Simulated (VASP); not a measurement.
Here is a VASP 6.6.1 calculation.

POSCAR

```
ZnS
1.0
   -2.7046500000     -2.7046500000      0.0000000000
    2.7046500000     -2.7046500000      0.0000000000
    0.0000000000      0.0000000000     15.3186000000
Zn S
4 4
Direct
    0.0000000000      0.0000000000      0.6620995065
    0.5000000000      0.5000000000      0.1324199013
    0.0000000000      0.0000000000      0.3089797697
    0.5000000000      0.5000000000      0.4855396381
    0.5000000000      0.0000000000      0.2206998355
    0.0000000000      0.5000000000      0.3972597039
    0.5000000000      0.0000000000      0.5738195723
    0.0000000000      0.5000000000      0.0441399671
```

The input INCAR.step1:

```
SYSTEM = ZnS
PREC = Accurate
ENCUT = 520
ISMEAR = 0
SIGMA = 0.05
LREAL = .FALSE.
LASPH = .TRUE.
NELM = 60
NBANDS = 46
GGA = PE
ALGO = Normal
EDIFF = 1E-4
LWAVE = .TRUE.
LCHARG = .FALSE.
```

INCAR.step2

```
SYSTEM = ZnS
PREC = Accurate
ENCUT = 520
EDIFF = 1E-7
ISMEAR = 0
SIGMA = 0.05
LREAL = .FALSE.
LASPH = .TRUE.
NELM = 60
ALGO = Normal
ISIF = 2
LWAVE = .FALSE.
LCHARG = .TRUE.
METAGGA = R2SCAN
LMIXTAU = .TRUE.
LELF = .TRUE.
LVHAR = .TRUE.
NBANDS = 46
ISTART = 1
```

Contents of KPOINTS:

```
Automatic mesh
0
G
  6 6 2
  0 0 0
```

Potentials or basis: VASP PAW PBE potentials, release 64 (Zn, S).

The run is started by

```sh
$ cat potpaw_PBE.64/Zn/POTCAR potpaw_PBE.64/S/POTCAR > POTCAR
$ cp INCAR.step1 INCAR
$ mpirun -np 1 vasp_std > vasp.out
$ cp INCAR.step2 INCAR
$ mpirun -np 1 vasp_std > vasp.out
```

Question: Predict the pressure.

Answer: -1.2 GPa.

Question: Estimate the band gap on the k mesh.

Answer: Zero (filled and empty bands touch).

Question: Estimate the largest force.

Answer: 0.757 eV/Å.

Forces in eV/Å, atoms in the order of the input:
```
Zn   0.000  0.000 -0.150
Zn   0.000  0.000 -0.757
Zn   0.000  0.000 -0.623
Zn   0.000  0.000 -0.630
S    0.000  0.000  0.678
S    0.000  0.000  0.545
S    0.000  0.000  0.485
S    0.000  0.000  0.451
```

Caveat: the cell differs from its parent crystal (the distance across one plane changed); the PAW data sets were made with another functional, which shifts forces and pressure a little.
